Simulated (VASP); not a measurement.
# H6C16F in VASP: a series of runs, part 2 of 2

VASP 6.6.1. The steps go on from the part before.

## Step 3: Single point, PBE, collinear spin

INCAR

```
SYSTEM = H6C16F
PREC = Accurate
ENCUT = 520
EDIFF = 1E-6
ISMEAR = 0
SIGMA = 0.02
LREAL = .False.
LASPH = .True.
NELM = 200
ALGO = Normal
ISIF = 2
LWAVE = .False.
LCHARG = .False.
ISPIN = 2
MAGMOM = 0 0 0 0 0 0 0 0 0 0 0 0 0 0 0 0 0 0 0.32 0 0 0 0
LORBIT = 11
GGA = PE
NBANDS = 60
GGA_COMPAT = .False.
NELMDL = -8
```

KPOINTS

```
Automatic mesh
0
Gamma
  3 3 1
  0 0 0
```

POSCAR

```
H6C16F
1.0
    5.0487420000      0.0000000000      0.0000000000
    2.5243710000      4.3723390000      0.0000000000
    0.0000000000      0.0000000000     17.7764260000
H C F
6 16 1
Direct
    0.1666667848      0.1666666285      0.0562542774
    0.6666667848      0.1666666285      0.0562542774
    0.1666666285      0.6666667429      0.0562542774
    0.6666666285      0.6666667429      0.0562542774
   -0.0012229673      0.5035236289      0.3252074967
    0.5080467612      0.4863460953      0.3260226774
    0.1666667848      0.1666666285      0.1181339826
    0.6666667848      0.1666666285      0.1181339826
    0.1666666285      0.6666667429      0.1181339826
    0.6666666285      0.6666667429      0.1181339826
   -0.1666666285      0.3333332571      0.1471209680
    0.3333333715      0.3333332571      0.1471209680
   -0.1666667848      0.8333333715      0.1471209680
    0.3333332152      0.8333333715      0.1471209680
   -0.1636286355      0.3313949353      0.2354865371
    0.3378371076      0.3332868289      0.2361581569
   -0.1577642400      0.8293190441      0.2341755311
    0.3382058750      0.8338100042      0.2398321237
    0.0040865211     -0.0006705793      0.2560780778
    0.5174866171      0.0010321707      0.2604783436
    0.0044266797      0.4957424390      0.2634278116
    0.5042550688      0.4985615251      0.2644392073
    0.6608261333      1.0171949156      0.3517254818
```

Potentials or basis: VASP PAW PBE potentials, release 64 (H, C, F).

On the command line:

```bash
$ cat potpaw_PBE.64/H/POTCAR potpaw_PBE.64/C/POTCAR potpaw_PBE.64/F/POTCAR > POTCAR
$ mpirun -np 1 vasp_std > vasp.out
```

OUTCAR:

```text
SYSTEM = H6C16F
   PREC = Accurate
   ENCUT = 520
   EDIFF = 1E-6
   ISMEAR = 0
   LREAL = .False.
   LASPH = .True.
   NELM = 200
   ISIF = 2
   ISPIN = 2
   LORBIT = 11
   GGA = PE
   NELMDL = -8

 ion  position               nearest neighbor table
   1  0.167  0.167  0.056-   7 1.10
   2  0.667  0.167  0.056-   8 1.10
   3  0.167  0.667  0.056-   9 1.10
   4  0.667  0.667  0.056-  10 1.10
   5  0.999  0.504  0.325-  21 1.10
   6  0.508  0.486  0.326-  22 1.10
   7  0.167  0.167  0.118-   1 1.10  12 1.55  14 1.55  11 1.55
   8  0.667  0.167  0.118-   2 1.10  11 1.55  13 1.55  12 1.55
   9  0.167  0.667  0.118-   3 1.10  14 1.55  13 1.55  12 1.55
  10  0.667  0.667  0.118-   4 1.10  13 1.55  14 1.55  11 1.55
  11  0.833  0.333  0.147-   8 1.55   7 1.55  10 1.55  15 1.57
  12  0.333  0.333  0.147-   7 1.55   8 1.55   9 1.55  16 1.58
  13  0.833  0.833  0.147-  10 1.55   8 1.55   9 1.55  17 1.55
  14  0.333  0.833  0.147-   9 1.55   7 1.55  10 1.55  18 1.65
  15  0.836  0.331  0.235-  19 1.50  21 1.54  22 1.54  11 1.57
  16  0.338  0.333  0.236-  20 1.52  22 1.53  21 1.54  12 1.58
  17  0.842  0.829  0.234-  20 1.50  19 1.50  13 1.55  21 1.55
  18  0.338  0.834  0.240-  19 1.49  22 1.53  20 1.56  14 1.65
  19  0.004  0.999  0.256-  18 1.49  15 1.50  17 1.50
  20  0.517  0.001  0.260-  17 1.50  16 1.52  18 1.56  23 1.79
  21  0.004  0.496  0.263-   5 1.10  15 1.54  16 1.54  17 1.55
  22  0.504  0.499  0.264-   6 1.10  18 1.53  16 1.53  15 1.54
  23  0.661  0.017  0.352-  20 1.79
[... 780 lines left out ...]
     5.048742000  0.000000000  0.000000000     0.198069143 -0.114355268  0.000000000
     2.524371000  4.372339000  0.000000000     0.000000000  0.228710537  0.000000000
     0.000000000  0.000000000 17.776426000     0.000000000  0.000000000  0.056254277

 POSITION                                       TOTAL-FORCE (eV/Angst)
 -----------------------------------------------------------------------------------
      1.26219      0.72872      1.00000         0.012927     -0.021126     -0.184225
      3.78656      0.72872      1.00000         0.002966     -0.015846     -0.186483
      2.52437      2.91489      1.00000         0.088725      0.008936     -0.155225
      5.04874      2.91489      1.00000        -0.011138      0.007420     -0.245870
      6.31365      2.20158      5.78103         0.017673     -0.024644     -0.009859
      3.79272      2.12647      5.79552         0.040014      0.089715      0.011281
[... 15 lines left out ...]
      3.80441      2.17988      4.70078         0.116725      0.039949     -0.006865
      3.37975      0.07518      6.25242        -2.607367     -0.113339     -0.973778
 -----------------------------------------------------------------------------------
    total drift:                                0.000263     -0.000394      0.000234

  FREE ENERGIE OF THE ION-ELECTRON SYSTEM (eV)
  ---------------------------------------------------
  free  energy   TOTEN  =      -168.3817954079 eV

  energy  without entropy=     -168.3817954079  energy(sigma->0) =     -168.38179541

 total charge

# of ion       s       p       d       tot
------------------------------------------
    1        0.649   0.044   0.000   0.693
    2        0.650   0.044   0.000   0.694
    3        0.648   0.044   0.000   0.692
    4        0.650   0.044   0.000   0.694
    5        0.640   0.046   0.000   0.686
    6        0.640   0.048   0.000   0.688
[... 15 lines left out ...]
   22        0.837   1.771   0.000   2.608
   23        1.750   4.240   0.000   5.990
--------------------------------------------------
tot         18.970  32.129   0.000  51.099

 magnetization (x)

# of ion       s       p       d       tot
------------------------------------------
    1        0.001  -0.000   0.000   0.001
    2        0.001  -0.000   0.000   0.001
    3        0.001  -0.000   0.000   0.001
    4        0.004   0.000   0.000   0.005
    5       -0.001   0.000   0.000  -0.000
    6       -0.001   0.000   0.000  -0.001
[... 15 lines left out ...]
   22        0.002   0.009   0.000   0.012
   23        0.001   0.038   0.000   0.040
--------------------------------------------------
tot          0.069   0.508   0.000   0.578
```

It took 7.9 min on 1 thread of Intel Xeon 6975P-C (Granite Rapids), shared host; peak memory 0.75 GiB.

Results:

```yaml
Free_energy: -168.3818 eV
Largest_force: 2.786 eV/Å
Band_gap_on_the_k_mesh: 1.30 eV (least direct gap 1.61 eV)
Net_moment: 1.00 μB per cell
Site_moments: H +0.00, +0.01, -0.00 (each value once); C -0.00, +0.01, +0.03, +0.00, +0.02, -0.01, +0.44 (each value once); F +0.04 μB
Valence_electrons_inside_the_program's_atomic_spheres: H 0.69; C 2.59, 2.55, 2.54, 2.56, 2.51, 2.58, 2.57, 2.60, 2.41, 2.61 (each value once); F 5.99
```

Forces on the atoms (eV/Å):
```
H    0.013 -0.021 -0.184
H    0.003 -0.016 -0.186
H    0.089  0.009 -0.155
H   -0.011  0.007 -0.246
H    0.018 -0.025 -0.010
H    0.040  0.090  0.011
C   -0.020  0.005  1.334
C    0.039  0.040  1.163
C   -0.032 -0.021  1.518
C   -0.009 -0.040  1.085
C    0.010  0.212 -0.900
C    0.171 -0.258 -0.687
C   -0.065 -0.302 -1.549
C    0.876  0.180 -0.727
C    0.097  0.010 -0.048
C    0.113  0.058  0.024
C    0.227 -0.012 -0.119
C    0.181  0.012 -0.037
C    0.276  0.035  0.120
C    0.401  0.078  0.601
C    0.073  0.033 -0.028
C    0.117  0.040 -0.007
F   -2.607 -0.113 -0.974
```

Levels at points of the mesh, in eV from the valence-band top:
Spin up:
```tsv
k point	band 37	band 38	band 39	band 40	band 41	band 42
(0.00, 0.00, 0.00)	-1.23	-1.18	-0.31	1.32	2.55	4.20
```
Spin down:
```tsv
k point	band 35	band 36	band 37	band 38	band 39	band 40	band 41	band 42
(0.00, 0.00, 0.00)	-2.56	-2.43	-1.19	-1.13	1.30	1.43	2.68	4.25
```

Caveat: the k points lie up to 0.48 Å⁻¹ apart; there is no dipole correction, which matters where the two faces differ.
